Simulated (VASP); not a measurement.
# PbO2 (Fm-3m) in VASP: further runs

PbO2 is run at these levels: r2SCAN; tasks: single point, relaxation of cell and atoms.

All numbers are computed with VASP 6.6.1; they aren't measurements. Logs are shortened: lines on timing, memory, paths and dates and some standing lists are left out, and cuts for length are marked.

## (1) The cell of the first run

The structure is cubic, space group Fm-3m (No. 225). The conventional cell has a = 5.316 Å, b = 5.316 Å, c = 5.316 Å, α = 90.00°, β = 90.00°, γ = 90.00°. Within 3.0 Å of Pb (site symmetry m-3m) lie 8 O at 2.30 Å. Within 3.0 Å of O (site symmetry -43m) lie 4 Pb at 2.30 Å and 6 O at 2.66 Å.

## (2) Single point, r2SCAN

POSCAR reads:

```
PbO2
1.0
    0.0000000000      2.6581268753      2.6581268753
    2.6581268753      0.0000000000      2.6581268753
    2.6581268753      2.6581268753      0.0000000000
Pb O
1 2
Direct
    0.0000000000      0.0000000000      0.0000000000
    0.2500000000      0.2500000000      0.2500000000
    0.7500000000      0.7500000000      0.7500000000
```

INCAR.step1 reads:

```
SYSTEM = PbO2
ALGO = Normal ; EDIFF = 1E-4
ENCUT = 520 ; GGA = PE
ISMEAR = 0 ; LASPH = .TRUE.
LCHARG = .FALSE. ; LREAL = .FALSE.
LWAVE = .TRUE. ; NBANDS = 20
NELM = 80 ; PREC = Accurate
SIGMA = 0.1
```

INCAR.step2 reads:

```
SYSTEM = PbO2
ALGO = Normal ; EDIFF = 1E-6
ENCUT = 520 ; ISIF = 2
ISMEAR = 0 ; ISTART = 1
LASPH = .TRUE. ; LCHARG = .FALSE.
LMIXTAU = .TRUE. ; LREAL = .FALSE.
LWAVE = .FALSE. ; METAGGA = R2SCAN
NBANDS = 20 ; NELM = 80
PREC = Accurate ; SIGMA = 0.1
```

KPOINTS reads:

```
k-points
0
G
  8 8 8
  0 0 0
```

Potentials or basis: VASP PAW PBE potentials, release 64 (Pb_d, O).

On the command line:

```console
$ cat potpaw_PBE.64/Pb_d/POTCAR potpaw_PBE.64/O/POTCAR > POTCAR
$ cp INCAR.step1 INCAR
$ mpirun -np 1 vasp_std > vasp.out
$ cp INCAR.step2 INCAR
$ mpirun -np 1 vasp_std > vasp.out
```

OUTCAR:

```text
SYSTEM = PbO2
   EDIFF = 1E-6
   ENCUT = 520
   ISIF = 2
   ISMEAR = 0
   ISTART = 1
   LASPH = .TRUE.
   LREAL = .FALSE.
   METAGGA = R2SCAN
   NELM = 80
   PREC = Accurate

 ion  position               nearest neighbor table
   1  0.000  0.000  0.000-   3 2.30   3 2.30   3 2.30   2 2.30   3 2.30   2 2.30   2 2.30   2 2.30

   2  0.250  0.250  0.250-   1 2.30   1 2.30   1 2.30   1 2.30
   3  0.750  0.750  0.750-   1 2.30   1 2.30   1 2.30   1 2.30

  LATTYP: Found a face centered cubic cell.
 ALAT       =     5.3162537506

  Lattice vectors:

 A1 = (   0.0000000000,   2.6581268753,   2.6581268753)
 A2 = (   2.6581268753,   0.0000000000,   2.6581268753)
 A3 = (   2.6581268753,   2.6581268753,   0.0000000000)

Analysis of symmetry for initial positions (statically):
=====================================================================
 Subroutine PRICEL returns:
 Original cell was already a primitive cell.

 Routine SETGRP: Setting up the symmetry group for a
 face centered cubic supercell.

 Subroutine GETGRP returns: Found 48 space group operations
 (whereof 48 operations were pure point group operations)
 out of a pool of 48 trial point group operations.

The static configuration has the point symmetry O_h .

Analysis of symmetry for dynamics (positions and initial velocities):
=====================================================================
 Subroutine PRICEL returns:
 Original cell was already a primitive cell.

 Routine SETGRP: Setting up the symmetry group for a
 face centered cubic supercell.

 Subroutine GETGRP returns: Found 48 space group operations
 (whereof 48 operations were pure point group operations)
 out of a pool of 48 trial point group operations.

The dynamic configuration has the point symmetry O_h .

 Subroutine INISYM returns: Found 48 space group operations
 (whereof 48 operations are pure point group operations),
 and found     1 'primitive' translations

----------------------------------------------------------------------------------------

                                     Primitive cell

  volume of cell :      37.5627

  direct lattice vectors                    reciprocal lattice vectors
     0.000000000  2.658126875  2.658126875    -0.188102383  0.188102383  0.188102383
     2.658126875  0.000000000  2.658126875     0.188102383 -0.188102383  0.188102383
     2.658126875  2.658126875  0.000000000     0.188102383  0.188102383 -0.188102383

  length of vectors
     3.759159078  3.759159078  3.759159078     0.325802885  0.325802885  0.325802885

  position of ions in fractional coordinates (direct lattice)
     0.000000000  0.000000000  0.000000000
     0.250000000  0.250000000  0.250000000
     0.750000000  0.750000000  0.750000000

  ion indices of the primitive-cell ions
   primitive index   ion index
                 1           1
                 2           2
                 3           3

----------------------------------------------------------------------------------------

 KPOINTS: k-points

Automatic generation of k-mesh.
 Grid dimensions read from file:
 generate k-points for:    8    8    8

 Generating k-lattice:

  Cartesian coordinates                     Fractional coordinates (reciprocal lattice)
    -0.023512798  0.023512798  0.023512798     0.125000000  0.000000000  0.000000000
     0.023512798 -0.023512798  0.023512798     0.000000000  0.125000000  0.000000000
     0.023512798  0.023512798 -0.023512798     0.000000000  0.000000000  0.125000000

  Length of vectors
     0.040725361  0.040725361  0.040725361

  Shift w.r.t. Gamma in fractional coordinates (k-lattice)
     0.000000000  0.000000000  0.000000000

 Subroutine IBZKPT returns following result:
 ===========================================

 Found     29 irreducible k-points:

 Following reciprocal coordinates:
            Coordinates               Weight
  0.000000  0.000000  0.000000      1.000000
  0.125000  0.000000  0.000000      8.000000
  0.250000  0.000000  0.000000      8.000000
  0.375000  0.000000  0.000000      8.000000
  0.500000  0.000000  0.000000      4.000000
  0.125000  0.125000  0.000000      6.000000
[... 16 lines left out ...]
  0.500000  0.250000  0.125000     48.000000
 -0.375000  0.250000  0.125000     24.000000
 [... further k-points ...]
   k-points           NKPTS =     29   k-points in BZ     NKDIM =     29   number of bands    NBANDS=     20
   number of dos      NEDOS =    301   number of ions     NIONS =      3
   total plane-waves  NPLWV =  21952
   dimension x,y,z NGX =    28 NGY =   28 NGZ =   28
   dimension x,y,z NGXF=    56 NGYF=   56 NGZF=   56
   ions per type =               1   2
   NGX,Y,Z   is equivalent  to a cutoff of  12.38, 12.38, 12.38 a.u.
   NGXF,Y,Z  is equivalent  to a cutoff of  24.77, 24.77, 24.77 a.u.
 SYSTEM =  PbO2
   PREC   = accura    normal or accurate (medium, high low for compatibility)
   ISTART =      1    job   : 0-new  1-cont  2-samecut
   ICHARG =      0    charge: 1-file 2-atom 10-const
   ISPIN  =      1    spin polarized calculation?
   LNONCOLLINEAR =      F non collinear calculations
   LSORBIT =      F    spin-orbit coupling
   LASPH  =      T    aspherical Exc in radial PAW
   ENCUT  =  520.0 eV  38.22 Ry    6.18 a.u.   6.99  6.99  6.99*2*pi/ulx,y,z
   NELM   =     80;   NELMIN=  2; NELMDL=  0     # of ELM steps
   EDIFF  = 0.1E-05   stopping-criterion for ELM
   LREAL  =      F    real-space projection
   EDIFFG = 0.1E-04   stopping-criterion for IOM
   NSW    =      0    number of steps for IOM
   IBRION =     -1    ionic relax: 0-MD 1-quasi-New 2-CG
   NFREE  =      0    steps in history (QN), initial steepest desc. (CG)
   ISIF   =      2    stress and relaxation
   ISYM   =      2    0-nonsym 1-usesym 2-fastsym
   POTIM  = 0.5000    time-step for ionic-motion
   TEBEG  =    0.0;   TEEND  =   0.0 temperature during run
   PSTRESS=    0.0 pullay stress
   NELECT =      26.0000    total number of electrons
   NUPDOWN=      -1.0000    fix difference up-down
   EMIN   =  10.00;   EMAX   =-10.00  energy-range for DOS
   EFERMI =   0.00;   METHOD = LEGACY
   ISMEAR =     0;   SIGMA  =   0.10  broadening in eV -4-tet -1-fermi 0-gaus
   EFERMI_NEDOS =   21; number of points for ismear=-14 and -15
   IALGO  =     38    algorithm
   IMIX   =      4    mixing-type and parameters
     AMIX     =   0.40;   BMIX     =  1.00
     AMIX_MAG =   1.60;   BMIX_MAG =  1.00
  volume/ion in A,a.u.               =      12.52        84.50
  Fermi-wavevector in a.u.,A,eV,Ry     =   1.448150  2.736607 28.533304  2.097139
  Thomas-Fermi vector in A             =   2.566024
   LORBIT       =      0    0 simple, 1 ext, 2 COOP (PROOUT), +10 PAW based schemes
   METAGGA = R2SCAN    functional components
   LHFCALC =     F    Hartree Fock is set to
   AEXX    =    0.0000 exact exchange contribution
   IVDW    =     0    specifies the selected vdW correction
   LEPSILON=     F    determine dielectric tensor
   LRPA    =     F    only Hartree local field effects (RPA)
 non-spin polarized calculation
 Gauss-broadening in eV      SIGMA  =   0.10
  energy-cutoff  :      520.00
  volume of cell :       37.56
 maximum number of plane-waves:      1036
   NGX = 13   NGY = 13   NGZ = 13

 number of electron      26.0000018 magnetization

 Free energy of the ion-electron system (eV)
  ---------------------------------------------------
  ext. energy  EPLUGINS =         0.00000000
  ---------------------------------------------------
  free energy    TOTEN  =       -70.77733971 eV

  energy without entropy =      -70.77638879  energy(sigma->0) =      -70.77686425

 E-fermi :   6.0195     XC(G=0): -12.1918

 val. band max:        5.9535602923   @ k =  -0.2500   0.5000   0.2500
 cond. band min:       6.1457131863   @ k =   0.1250   0.1250   0.0000
 fundamental gap:      0.1921528940
 Fermi energy:         6.0194820970

 k-point     1 :       0.0000    0.0000    0.0000
  band No.  band energies     occupation
      1     -13.9333      2.00000
      2     -10.8848      2.00000
      3     -10.3238      2.00000
      4     -10.3238      2.00000
      5     -10.3238      2.00000
      6     -10.0155      2.00000
[... 12 lines left out ...]
     19      22.7032      0.00000
     20      22.7032      0.00000

 k-point     2 :       0.1250    0.0000    0.0000
  band No.  band energies     occupation
      1     -13.8005      2.00000
      2     -11.4279      2.00000
      3     -10.3019      2.00000
      4     -10.3019      2.00000
      5     -10.0171      2.00000
      6     -10.0171      2.00000
[... 12 lines left out ...]
     19      22.5789      0.00000
     20      22.5789      0.00000

 k-point     3 :       0.2500    0.0000    0.0000
  band No.  band energies     occupation
      1     -13.4763      2.00000
      2     -11.9836      2.00000
      3     -10.2586      2.00000
      4     -10.2586      2.00000
      5     -10.0097      2.00000
      6     -10.0097      2.00000
[... 12 lines left out ...]
     19      22.3651      0.00000
     20      22.3651      0.00000

 k-point     4 :       0.3750    0.0000    0.0000
  band No.  band energies     occupation
      1     -13.2168      2.00000
      2     -12.1851      2.00000
      3     -10.2346      2.00000
      4     -10.2346      2.00000
      5      -9.9811      2.00000
      6      -9.9811      2.00000
[... 12 lines left out ...]
     19      22.1816      0.00000
     20      22.1816      0.00000

 k-point     5 :       0.5000    0.0000    0.0000
  band No.  band energies     occupation
      1     -13.1739      2.00000
      2     -12.1430      2.00000
      3     -10.2306      2.00000
      4     -10.2306      2.00000
      5      -9.9628      2.00000
      6      -9.9628      2.00000
[... 12 lines left out ...]
     19      22.0745      0.00000
     20      22.0745      0.00000

 k-point     6 :       0.1250    0.1250    0.0000
  band No.  band energies     occupation
      1     -13.7537      2.00000
      2     -11.5550      2.00000
      3     -10.2826      2.00000
      4     -10.2826      2.00000
      5     -10.0335      2.00000
      6     -10.0048      2.00000
[... 12 lines left out ...]
     19      22.3260      0.00000
     20      22.7671      0.00000

 k-point     7 :       0.2500    0.1250    0.0000
  band No.  band energies     occupation
      1     -13.4821      2.00000
      2     -12.0161      2.00000
      3     -10.2361      2.00000
      4     -10.2235      2.00000
      5     -10.0440      2.00000
      6      -9.9924      2.00000
[... 12 lines left out ...]
     19      22.7471      0.00000
     20      22.8905      0.00000
[... 277 lines left out ...]
 k-point    20 :      -0.3750    0.3750    0.0000
  band No.  band energies     occupation
      1     -12.8695      2.00000
      2     -12.5866      2.00000
      3     -10.1201      2.00000
      4     -10.0586      2.00000
      5      -9.9816      2.00000
      6      -9.5384      2.00000
[... 12 lines left out ...]
     19      23.2126      0.00000
     20      24.2929      0.00000

 k-point    21 :       0.5000    0.5000    0.0000
  band No.  band energies     occupation
      1     -12.9409      2.00000
      2     -12.4445      2.00000
      3     -10.1671      2.00000
      4     -10.0192      2.00000
      5     -10.0192      2.00000
      6      -9.9419      2.00000
[... 12 lines left out ...]
     19      23.3102      0.00000
     20      24.2104      0.00000

 k-point    22 :       0.3750    0.2500    0.1250
  band No.  band energies     occupation
      1     -13.1964      2.00000
      2     -12.3510      2.00000
      3     -10.1859      2.00000
      4     -10.1306      2.00000
      5     -10.0450      2.00000
      6      -9.9545      2.00000
[... 12 lines left out ...]
     19      22.6475      0.00000
     20      24.6166      0.00000

 k-point    23 :       0.5000    0.2500    0.1250
  band No.  band energies     occupation
      1     -12.9745      2.00000
      2     -12.5237      2.00000
      3     -10.1462      2.00000
      4     -10.0967      2.00000
      5      -9.9996      2.00000
      6      -9.7755      2.00000
[... 12 lines left out ...]
     19      22.5014      0.00000
     20      25.0527      0.00000

 k-point    24 :      -0.3750    0.2500    0.1250
  band No.  band energies     occupation
      1     -12.9671      2.00000
      2     -12.4878      2.00000
      3     -10.1390      2.00000
      4     -10.0898      2.00000
      5      -9.9793      2.00000
      6      -9.5924      2.00000
[... 12 lines left out ...]
     19      22.4513      0.00000
     20      25.2828      0.00000

 [... further k-points ...]
[... 5 lines left out ...]
  --------------------------------------------------------------------------------------
  -------------------------------------------------------------------------------------
  Total        0.2795043      0.2795043      0.2795043      0.0000000      0.0000000      0.0000000
  in kB       11.9218041     11.9218041     11.9218041      0.0000000      0.0000000      0.0000000
  external PRESSURE =      11.9218041 kB  Pullay stress =       0.0000000 kB

 VOLUME and BASIS-vectors are now :
 -----------------------------------------------------------------------------
  energy-cutoff  :      520.00
  volume of cell :       37.56
      direct lattice vectors                 reciprocal lattice vectors
     0.000000000  2.658126875  2.658126875    -0.188102383  0.188102383  0.188102383
     2.658126875  0.000000000  2.658126875     0.188102383 -0.188102383  0.188102383
     2.658126875  2.658126875  0.000000000     0.188102383  0.188102383 -0.188102383

 POSITION                                       TOTAL-FORCE (eV/Angst)
 -----------------------------------------------------------------------------------
      0.00000      0.00000      0.00000        -0.000000      0.000000      0.000000
      1.32906      1.32906      1.32906        -0.000000     -0.000000     -0.000000
      3.98719      3.98719      3.98719         0.000000      0.000000     -0.000000
 -----------------------------------------------------------------------------------
    total drift:                                0.000000     -0.000000      0.000000

  FREE ENERGIE OF THE ION-ELECTRON SYSTEM (eV)
  ---------------------------------------------------
  free  energy   TOTEN  =       -70.7773397100 eV

  energy  without entropy=      -70.7763887879  energy(sigma->0) =      -70.77686425
```

Wall time 74 s (1 thread of Intel Xeon Platinum 8375C at 2.90GHz (Ice Lake), shared host); peak memory 0.17 GiB.

What came out:

| Property | Result |
| --- | --- |
| Free energy | -70.7773 eV |
| Pressure | 1.2 GPa |
| Band gap on the k mesh | zero (bands 13 and 14 overlap by 1.35 eV) |

Caveat: the PAW data sets were made with another functional, which shifts forces and pressure a little; spin-orbit coupling is left out, which moves the levels of the heavy elements.

(Part 1 of 2 ends here.)
